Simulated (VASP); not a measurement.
# Ta2N (P-3m1) in VASP: a series of runs, part 2 of 2

VASP 6.6.1. The steps go on from the part before.

**5. Single point, LDA (volume 13.301 Å^3 an atom, c/a of the conventional cell 1.5223)**

Contents of INCAR:

```
PREC = Accurate ; ENCUT = 520
EDIFF = 1E-6 ; ISMEAR = 0
SIGMA = 0.15 ; LREAL = False
LASPH = True ; NELM = 60
ALGO = Normal ; ISIF = 2
LWAVE = False ; LCHARG = False
NBANDS = 20
```

Contents of KPOINTS:

```
Automatic mesh
0
Gamma
  18 18 10
```

Contents of POSCAR:

```
Ta2N
1.0
    3.1164360754      0.0000000000      0.0000000000
   -1.5582180377      2.6989128106      0.0000000000
    0.0000000000      0.0000000000      4.7441506376
Ta N
2 1
Direct
    0.6666666667      0.3333333333      0.7466885012
    0.3333333333      0.6666666667      0.2533114988
    0.0000000000      0.0000000000      0.0000000000
```

Potentials or basis: VASP PAW LDA potentials, release 64 (Ta_pv, N).

On the command line:

```
cat potpaw_LDA.64/Ta_pv/POTCAR potpaw_LDA.64/N/POTCAR > POTCAR
mpirun -np 1 vasp_std > vasp.out
```

OUTCAR:

```text
PREC = Accurate
   ENCUT = 520
   EDIFF = 1E-6
   ISMEAR = 0
   LREAL = False
   LASPH = True
   NELM = 60
   ISIF = 2

 ion  position               nearest neighbor table
   1  0.667  0.333  0.747-   3 2.16   3 2.16   3 2.16   2 2.95   2 2.95   2 2.95   2 3.00   2 3.00
                             2 3.00
   2  0.333  0.667  0.253-   3 2.16   3 2.16   3 2.16   1 2.95   1 2.95   1 2.95   1 3.00   1 3.00
                             1 3.00
   3  0.000  0.000  0.000-   1 2.16   2 2.16   1 2.16   2 2.16   1 2.16   2 2.16

  LATTYP: Found a hexagonal cell.
 ALAT       =     3.1164360754
 C/A-ratio  =     1.5223000000

  Lattice vectors:

 A1 = (   3.1164360754,   0.0000000000,   0.0000000000)
 A2 = (  -1.5582180377,   2.6989128106,   0.0000000000)
 A3 = (   0.0000000000,   0.0000000000,   4.7441506376)

Analysis of symmetry for initial positions (statically):
=====================================================================
 Subroutine PRICEL returns:
 Original cell was already a primitive cell.

 Routine SETGRP: Setting up the symmetry group for a
 hexagonal supercell.

[... 162 lines left out ...]
  ext. energy  EPLUGINS =         0.00000000
  ---------------------------------------------------
  free energy    TOTEN  =       -37.63277817 eV

  energy without entropy =      -37.62000234  energy(sigma->0) =      -37.62639026

 E-fermi :   7.5196     XC(G=0): -13.1673

 val. band max:        7.5174122015   @ k =  -0.2222  -0.4444   0.3000
 cond. band min:       7.5219250764   @ k =   0.0556   0.0556   0.0000
 fundamental gap:      0.0045128749
 Fermi energy:         7.5195588578

 k-point     1 :       0.0000    0.0000    0.0000
  band No.  band energies     occupation
      1     -27.9512      2.00000
      2     -27.1806      2.00000
      3     -27.1806      2.00000
      4     -27.0227      2.00000
      5     -27.0227      2.00000
      6     -26.8385      2.00000
[... 541 lines left out ...]
     19      12.2337      0.00000
     20      12.4956      0.00000

 [... further k-points ...]
[... 5 lines left out ...]
  --------------------------------------------------------------------------------------
  -------------------------------------------------------------------------------------
  Total       -2.0495940     -2.0495940     -0.6054508      0.0000000      0.0000000      0.0000000
  in kB      -82.2948907    -82.2948907    -24.3099404      0.0000000      0.0000000      0.0000000
  external PRESSURE =     -62.9665739 kB  Pullay stress =       0.0000000 kB

 VOLUME and BASIS-vectors are now :
 -----------------------------------------------------------------------------
  energy-cutoff  :      520.00
  volume of cell :       39.90
      direct lattice vectors                 reciprocal lattice vectors
     3.116436075  0.000000000  0.000000000     0.320879356  0.185259782  0.000000000
    -1.558218038  2.698912811  0.000000000     0.000000000  0.370519565  0.000000000
     0.000000000  0.000000000  4.744150638     0.000000000  0.000000000  0.210785887

 POSITION                                       TOTAL-FORCE (eV/Angst)
 -----------------------------------------------------------------------------------
      1.55822      0.89964      3.54240        -0.000000      0.000000      0.312564
     -0.00000      1.79928      1.20175         0.000000     -0.000000     -0.312564
      0.00000      0.00000      0.00000        -0.000000      0.000000      0.000000
 -----------------------------------------------------------------------------------
    total drift:                                0.000000     -0.000000      0.000000

  FREE ENERGIE OF THE ION-ELECTRON SYSTEM (eV)
  ---------------------------------------------------
  free  energy   TOTEN  =       -37.6327781698 eV

  energy  without entropy=      -37.6200023421  energy(sigma->0) =      -37.62639026
```

It took 7.9 min on 1 thread of AMD EPYC 7R13, shared host; peak memory 0.3 GiB.

Results:

| Quantity | Value |
| --- | --- |
| Free energy | -37.6328 eV |
| Pressure | -6.3 GPa |
| Largest force | 0.313 eV/Å |

Forces on the atoms (eV/Å):
```
Ta   0.000  0.000  0.313
Ta   0.000  0.000 -0.313
N    0.000  0.000  0.000
```

Stress tensor (GPa, compression positive):
```
-8.23  0.00  0.00
 0.00 -8.23  0.00
 0.00  0.00 -2.43
```

Caveat: spin-orbit coupling is left out, which moves the levels of the heavy elements.

**6. Single point, LDA (volume 13.301 Å^3 an atom, c/a of the conventional cell 1.6058)**

Edit INCAR of step 5 so:

```diff
@@ -1,3 +1,3 @@
 PREC = Accurate ; ENCUT = 520
-EDIFF = 1E-6 ; ISMEAR = 0
+EDIFF = 1E-7 ; ISMEAR = 0
 SIGMA = 0.15 ; LREAL = False
```

Contents of KPOINTS:

```
regular mesh
0
Gamma
  18 18 10
```

Contents of POSCAR:

```
Ta2N
1.0
    3.0614545827      0.0000000000      0.0000000000
   -1.5307272914      2.6512974411      0.0000000000
    0.0000000000      0.0000000000      4.9160837688
Ta N
2 1
Direct
    0.6666666667      0.3333333333      0.7466885012
    0.3333333333      0.6666666667      0.2533114988
    0.0000000000      0.0000000000      0.0000000000
```

Potentials or basis: VASP PAW LDA potentials, release 64 (Ta_pv, N).

On the command line:

```
cat potpaw_LDA.64/Ta_pv/POTCAR potpaw_LDA.64/N/POTCAR > POTCAR
mpirun -np 1 vasp_std > vasp.out
```

Run time: 6.9 min. Hardware: 1 thread of AMD EPYC 7R13, shared host; peak memory 0.3 GiB.

The run converged. Its results:

| Quantity | Value |
| --- | --- |
| Free energy | -37.6318 eV |
| Pressure | -6.4 GPa |
| Largest force | 0.074 eV/Å |

Forces in eV/Å, atoms in the order of the input:
```
Ta   0.000  0.000 -0.074
Ta   0.000  0.000  0.074
N    0.000  0.000  0.000
```

Stress tensor (GPa, compression positive):
```
 -4.53   0.00   0.00
  0.00  -4.53   0.00
  0.00   0.00 -10.16
```

Levels at points of the mesh, in eV from the Fermi level:
| k point | band 11 | band 12 | band 13 | band 14 | band 15 | band 16 |
| --- | --- | --- | --- | --- | --- | --- |
| (0.00, 0.00, 0.00) | -4.80 | -0.92 | -0.27 | -0.27 | 0.35 | 0.45 |
| (0.50, 0.00, 0.00) | -4.63 | -2.46 | -1.22 | 1.53 | 2.18 | 3.92 |
| (0.00, 0.00, 0.50) | -2.99 | -2.68 | -1.05 | -1.05 | 1.72 | 2.26 |
| (0.50, 0.00, 0.50) | -3.44 | -2.00 | -1.99 | -0.29 | 0.88 | 3.55 |

Caveat: spin-orbit coupling is left out, which moves the levels of the heavy elements.

**7. Summary**

```csv
cell,gap on the mesh (eV),pressure (GPa),largest force (eV/Å)
"a = 3.006, b = 3.006, c = 4.700 Å, angles 90.0, 90.0, 120.0°, 3 atoms",none,21.6,0.51
"a = 2.953, b = 2.953, c = 4.871 Å, angles 90.0, 90.0, 120.0°, 3 atoms",none,21.8,0.98
"a = 3.173, b = 3.173, c = 4.578 Å, angles 90.0, 90.0, 120.0°, 3 atoms",none,-5.6,0.67
"a = 3.116, b = 3.116, c = 4.744 Å, angles 90.0, 90.0, 120.0°, 3 atoms",none,-6.3,0.31
"a = 3.061, b = 3.061, c = 4.916 Å, angles 90.0, 90.0, 120.0°, 3 atoms",none,-6.4,0.07
```

Alike in all rows: task single point; level LDA; potentials or basis VASP PAW LDA potentials, release 64 (Ta_pv, N); no spin polarisation; k mesh 18 × 18 × 10; cutoff (eV) 520; smearing gaussian 0.15 eV.

Caveats: spin-orbit coupling is left out, which moves the levels of the heavy elements.

Absolute energies hang on the potentials; compare differences alone.
